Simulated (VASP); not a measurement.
# TiAl3 (Immm) in VASP: single point with LDA

Aim: the single point of TiAl3 with LDA.

Program: VASP 6.6.1. These are calculated values, not measurements. Logs are shortened: lines on timing, memory, paths and dates and some standing lists are left out, and cuts for length are marked.

## 1. The cell of the first run

Symmetry: Immm, No. 71, orthorhombic system. The conventional cell has a = 4.056 Å, b = 4.194 Å, c = 8.484 Å, α = 90.00°, β = 90.00°, γ = 90.00°. Within 3.8 Å of Ti (site symmetry mmm) lie 12 Al at 2.92 to 2.98 Å. Within 3.8 Å of Al (site symmetry mmm) lie 4 Ti at 2.92 Å and 8 Al at 2.93 to 2.98 Å. Al (site symmetry mm2) has 8 Al at 2.92 to 2.98 Å and 4 Ti at 2.93 to 2.98 Å within 3.8 Å.

## 2. Single point, LDA (normal strain along x +0.0733, normal strain along y +0.1100)

Input file INCAR:

```
ALGO     = Fast           # electronic algorithm
EDIFF    = 1E-6           # SCF threshold, eV
ENCUT    = 520            # plane-wave cutoff, eV
ISIF     = 2              # what is computed and relaxed
ISMEAR   = 0              # smearing method
LASPH    = T              # aspherical terms in the spheres
LCHARG   = F              # write CHGCAR
LREAL    = F              # projectors in reciprocal space
LWAVE    = F              # write WAVECAR
NBANDS   = 18             # bands
NELM     = 60             # most SCF steps
PREC     = Accurate       # precision mode
SIGMA    = 0.15           # smearing width, eV
```

Input file KPOINTS:

```
k-points
0
Gamma
  14 14 14
```

Input file POSCAR:

```
TiAl3
1.0
   -2.0278294055      2.0971682103      4.2417642881
    2.0278294055     -2.0971682103      4.2417642881
    2.0278294055      2.0971682103     -4.2417642881
Ti Al
1 3
Direct
    0.0000000000      0.0000000000      0.0000000000
    0.5000000000      0.5000000000      0.0000000000
    0.7500000000      0.2500000000      0.5000000000
    0.2500000000      0.7500000000      0.5000000000
```

Potentials or basis: VASP PAW LDA potentials, release 64 (Ti_sv, Al).

On the command line:

```bash
$ cat potpaw_LDA.64/Ti_sv/POTCAR potpaw_LDA.64/Al/POTCAR > POTCAR
$ mpirun -np 1 vasp_std > vasp.out
```

OUTCAR:

```text
EDIFF = 1E-6
   ENCUT = 520
   ISIF = 2
   ISMEAR = 0
   LASPH = T
   LREAL = F
   NELM = 60
   PREC = Accurate

 ion  position               nearest neighbor table
   1  0.000  0.000  0.000-   2 2.92   2 2.92   2 2.92   2 2.92   4 2.93   3 2.93   3 2.93   4 2.93
                             3 2.98   4 2.98   4 2.98   3 2.98
   2  0.500  0.500  0.000-   1 2.92   1 2.92   1 2.92   1 2.92   3 2.93   4 2.93   4 2.93   3 2.93
                             3 2.98   4 2.98   3 2.98   4 2.98
   3  0.750  0.250  0.500-   4 2.92   4 2.92   4 2.92   4 2.92   1 2.93   2 2.93   2 2.93   1 2.93
                             1 2.98   2 2.98   1 2.98   2 2.98
   4  0.250  0.750  0.500-   3 2.92   3 2.92   3 2.92   3 2.92   2 2.93   1 2.93   1 2.93   2 2.93
                             1 2.98   2 2.98   2 2.98   1 2.98

  LATTYP: Found a body centered orthorhombic cell.
 ALAT       =     4.0556588110
 B/A-ratio  =     1.0341936085
 C/A-ratio  =     2.0917757069

  Lattice vectors:

 A1 = (  -2.0278294055,   2.0971682103,   4.2417642881)
 A2 = (   2.0278294055,  -2.0971682103,   4.2417642881)
 A3 = (   2.0278294055,   2.0971682103,  -4.2417642881)

Analysis of symmetry for initial positions (statically):
=====================================================================
 Subroutine PRICEL returns:
 Original cell was already a primitive cell.

 Routine SETGRP: Setting up the symmetry group for a
 body centered orthorhombic supercell.

 Subroutine GETGRP returns: Found  8 space group operations
 (whereof  8 operations were pure point group operations)
 out of a pool of  8 trial point group operations.

The static configuration has the point symmetry D_2h.

Analysis of symmetry for dynamics (positions and initial velocities):
=====================================================================
 Subroutine PRICEL returns:
 Original cell was already a primitive cell.

 Routine SETGRP: Setting up the symmetry group for a
 body centered orthorhombic supercell.

 Subroutine GETGRP returns: Found  8 space group operations
 (whereof  8 operations were pure point group operations)
 out of a pool of  8 trial point group operations.

The dynamic configuration has the point symmetry D_2h.

 Subroutine INISYM returns: Found  8 space group operations
 (whereof  8 operations are pure point group operations),
 and found     1 'primitive' translations

----------------------------------------------------------------------------------------

                                     Primitive cell

  volume of cell :      72.1558

  direct lattice vectors                    reciprocal lattice vectors
    -2.027829405  2.097168210  4.241764288     0.000000000  0.238416736  0.117875480
     2.027829405 -2.097168210  4.241764288     0.246569065  0.000000000  0.117875480
     2.027829405  2.097168210 -4.241764288     0.246569065  0.238416736  0.000000000

  length of vectors
     5.148084195  5.148084195  5.148084195     0.265964601  0.273296419  0.342985195

  position of ions in fractional coordinates (direct lattice)
     0.000000000  0.000000000  0.000000000
     0.500000000  0.500000000  0.000000000
     0.750000000  0.250000000  0.500000000
     0.250000000  0.750000000  0.500000000

  ion indices of the primitive-cell ions
   primitive index   ion index
                 1           1
                 2           2
                 3           3
                 4           4

----------------------------------------------------------------------------------------

 KPOINTS: k-points

Automatic generation of k-mesh.
 Grid dimensions read from file:
 generate k-points for:   14   14   14

 Generating k-lattice:

  Cartesian coordinates                     Fractional coordinates (reciprocal lattice)
     0.000000000  0.017029767  0.008419677     0.071428571  0.000000000  0.000000000
     0.017612076  0.000000000  0.008419677     0.000000000  0.071428571 -0.000000000
     0.017612076  0.017029767  0.000000000     0.000000000 -0.000000000  0.071428571

  Length of vectors
     0.018997471  0.019521173  0.024498942

  Shift w.r.t. Gamma in fractional coordinates (k-lattice)
     0.000000000  0.000000000  0.000000000

 Subroutine IBZKPT returns following result:
 ===========================================

 Found    428 irreducible k-points:

 Following reciprocal coordinates:
            Coordinates               Weight
  0.000000  0.000000  0.000000      1.000000
  0.071429  0.000000  0.000000      4.000000
  0.142857 -0.000000  0.000000      4.000000
  0.214286  0.000000 -0.000000      4.000000
  0.285714 -0.000000  0.000000      4.000000
  0.357143  0.000000 -0.000000      4.000000
[... 16 lines left out ...]
 -0.000000  0.142857  0.000000      4.000000
  0.071429  0.142857  0.000000      8.000000
 [... further k-points ...]
   k-points           NKPTS =    428   k-points in BZ     NKDIM =    428   number of bands    NBANDS=     18
   number of dos      NEDOS =    301   number of ions     NIONS =      4
   total plane-waves  NPLWV =  64000
   dimension x,y,z NGX =    40 NGY =   40 NGZ =   40
   dimension x,y,z NGXF=    80 NGYF=   80 NGZF=   80
   ions per type =               1   3
   NGX,Y,Z   is equivalent  to a cutoff of  12.92, 12.92, 12.92 a.u.
   NGXF,Y,Z  is equivalent  to a cutoff of  25.83, 25.83, 25.83 a.u.
 SYSTEM =  unknown system
   PREC   = accura    normal or accurate (medium, high low for compatibility)
   ISTART =      0    job   : 0-new  1-cont  2-samecut
   ICHARG =      2    charge: 1-file 2-atom 10-const
   ISPIN  =      1    spin polarized calculation?
   LNONCOLLINEAR =      F non collinear calculations
   LSORBIT =      F    spin-orbit coupling
   LASPH  =      T    aspherical Exc in radial PAW
   ENCUT  =  520.0 eV  38.22 Ry    6.18 a.u.   9.57  9.57  9.57*2*pi/ulx,y,z
   NELM   =     60;   NELMIN=  2; NELMDL= -5     # of ELM steps
   EDIFF  = 0.1E-05   stopping-criterion for ELM
   LREAL  =      F    real-space projection
   EDIFFG = 0.1E-04   stopping-criterion for IOM
   NSW    =      0    number of steps for IOM
   IBRION =     -1    ionic relax: 0-MD 1-quasi-New 2-CG
   NFREE  =      0    steps in history (QN), initial steepest desc. (CG)
   ISIF   =      2    stress and relaxation
   ISYM   =      2    0-nonsym 1-usesym 2-fastsym
   POTIM  = 0.5000    time-step for ionic-motion
   TEBEG  =    0.0;   TEEND  =   0.0 temperature during run
   PSTRESS=    0.0 pullay stress
   NELECT =      21.0000    total number of electrons
   NUPDOWN=      -1.0000    fix difference up-down
   EMIN   =  10.00;   EMAX   =-10.00  energy-range for DOS
   EFERMI =   0.00;   METHOD = LEGACY
   ISMEAR =     0;   SIGMA  =   0.15  broadening in eV -4-tet -1-fermi 0-gaus
   EFERMI_NEDOS =   21; number of points for ismear=-14 and -15
   IALGO  =     68    algorithm
   IMIX   =      4    mixing-type and parameters
     AMIX     =   0.40;   BMIX     =  1.00
     AMIX_MAG =   1.60;   BMIX_MAG =  1.00
  volume/ion in A,a.u.               =      18.04       121.73
  Fermi-wavevector in a.u.,A,eV,Ry     =   1.084903  2.050169 16.014251  1.177014
  Thomas-Fermi vector in A             =   2.221004
   LORBIT       =      0    0 simple, 1 ext, 2 COOP (PROOUT), +10 PAW based schemes
   GGA     = CA    functional components
   LHFCALC =     F    Hartree Fock is set to
   AEXX    =    0.0000 exact exchange contribution
   IVDW    =     0    specifies the selected vdW correction
   LEPSILON=     F    determine dielectric tensor
   LRPA    =     F    only Hartree local field effects (RPA)
 non-spin polarized calculation
 RMM-DIIS sequential band-by-band and
 Gauss-broadening in eV      SIGMA  =   0.15
  energy-cutoff  :      520.00
  volume of cell :       72.16
 maximum number of plane-waves:      1967
 NGX is ok and might be reduce to    40
   NGX = 19   NGY = 19   NGZ = 19

 number of electron      20.9999999 magnetization

 Free energy of the ion-electron system (eV)
  ---------------------------------------------------
  ext. energy  EPLUGINS =         0.00000000
  ---------------------------------------------------
  free energy    TOTEN  =       -22.04774008 eV

  energy without entropy =      -22.01742891  energy(sigma->0) =      -22.03258449

 E-fermi :   6.8054     XC(G=0): -10.4157

 val. band max:        6.7983593545   @ k =   0.1429   0.3571   0.0000
 cond. band min:       6.8057625144   @ k =  -0.2143  -0.2857   0.0714
 fundamental gap:      0.0074031598
 Fermi energy:         6.8053920483

 k-point     1 :       0.0000    0.0000    0.0000
  band No.  band energies     occupation
      1     -49.3618      2.00000
      2     -26.0584      2.00000
      3     -26.0325      2.00000
      4     -25.9371      2.00000
      5      -2.5733      2.00000
      6       4.6536      2.00000
[... 10 lines left out ...]
     17      10.1952      0.00000
     18      11.0133      0.00000

 k-point     2 :       0.0714    0.0000    0.0000
  band No.  band energies     occupation
      1     -49.3617      2.00000
      2     -26.0588      2.00000
      3     -26.0325      2.00000
      4     -25.9371      2.00000
      5      -2.5190      2.00000
      6       4.3336      2.00000
[... 10 lines left out ...]
     17      10.2725      0.00000
     18      10.9020      0.00000

 k-point     3 :       0.1429   -0.0000    0.0000
  band No.  band energies     occupation
      1     -49.3617      2.00000
      2     -26.0601      2.00000
      3     -26.0324      2.00000
      4     -25.9372      2.00000
      5      -2.3566      2.00000
      6       3.7918      2.00000
[... 10 lines left out ...]
     17      10.3377      0.00000
     18      10.8931      0.00000

 k-point     4 :       0.2143    0.0000   -0.0000
  band No.  band energies     occupation
      1     -49.3616      2.00000
      2     -26.0619      2.00000
      3     -26.0323      2.00000
      4     -25.9372      2.00000
      5      -2.0884      2.00000
      6       3.0986      2.00000
[... 375 lines left out ...]
      4     -25.9371      2.00000
      5      -2.4828      2.00000
      6       4.7162      2.00000
[... 10 lines left out ...]
     17      10.3707      0.00000
     18      10.7583      0.00000

 k-point    23 :      -0.0000    0.1429    0.0000
  band No.  band energies     occupation
      1     -49.3617      2.00000
      2     -26.0582      2.00000
      3     -26.0350      2.00000
      4     -25.9371      2.00000
      5      -2.3442      2.00000
      6       3.9245      2.00000
[... 10 lines left out ...]
     17      10.3427      0.00000
     18      11.1320      0.00000

 k-point    24 :       0.0714    0.1429    0.0000
  band No.  band energies     occupation
      1     -49.3616      2.00000
      2     -26.0587      2.00000
      3     -26.0349      2.00000
      4     -25.9372      2.00000
      5      -2.2484      2.00000
      6       3.5715      2.00000
[... 10 lines left out ...]
     17      10.5466      0.00000
     18      11.0541      0.00000

 [... further k-points ...]
[... 5 lines left out ...]
  --------------------------------------------------------------------------------------
  -------------------------------------------------------------------------------------
  Total       -7.0625046     -8.6684654     -3.0157664      0.0000000      0.0000000      0.0000000
  in kB     -156.8187980   -192.4782220    -66.9633352      0.0000000      0.0000000      0.0000000
  external PRESSURE =    -138.7534517 kB  Pullay stress =       0.0000000 kB

 VOLUME and BASIS-vectors are now :
 -----------------------------------------------------------------------------
  energy-cutoff  :      520.00
  volume of cell :       72.16
      direct lattice vectors                 reciprocal lattice vectors
    -2.027829405  2.097168210  4.241764288     0.000000000  0.238416736  0.117875480
     2.027829405 -2.097168210  4.241764288     0.246569065  0.000000000  0.117875480
     2.027829405  2.097168210 -4.241764288     0.246569065  0.238416736  0.000000000

 POSITION                                       TOTAL-FORCE (eV/Angst)
 -----------------------------------------------------------------------------------
      0.00000      0.00000      0.00000         0.000000      0.000000     -0.000000
      0.00000      0.00000      4.24176         0.000000      0.000000     -0.000000
      0.00000      2.09717      2.12088         0.000000      0.000000      0.027279
      2.02783     -0.00000      2.12088        -0.000000     -0.000000     -0.027279
 -----------------------------------------------------------------------------------
    total drift:                               -0.000000     -0.000000      0.000000

  FREE ENERGIE OF THE ION-ELECTRON SYSTEM (eV)
  ---------------------------------------------------
  free  energy   TOTEN  =       -22.0477400794 eV

  energy  without entropy=      -22.0174289058  energy(sigma->0) =      -22.03258449
```

Run time: 38 min. Hardware: 1 thread of Intel Xeon 6975P-C, shared host; peak memory 0.62 GiB.

Results:

```
Free energy   : -22.0477 eV
Pressure      : -13.9 GPa
Largest force : 0.027 eV/Å
```

Forces in eV/Å, atoms in the order of the input:
```
Ti   0.000  0.000  0.000
Al   0.000  0.000  0.000
Al   0.000  0.000  0.027
Al   0.000  0.000 -0.027
```

Caveat: the cell differs from its parent crystal (normal strain along x +0.0733, normal strain along y +0.1100).
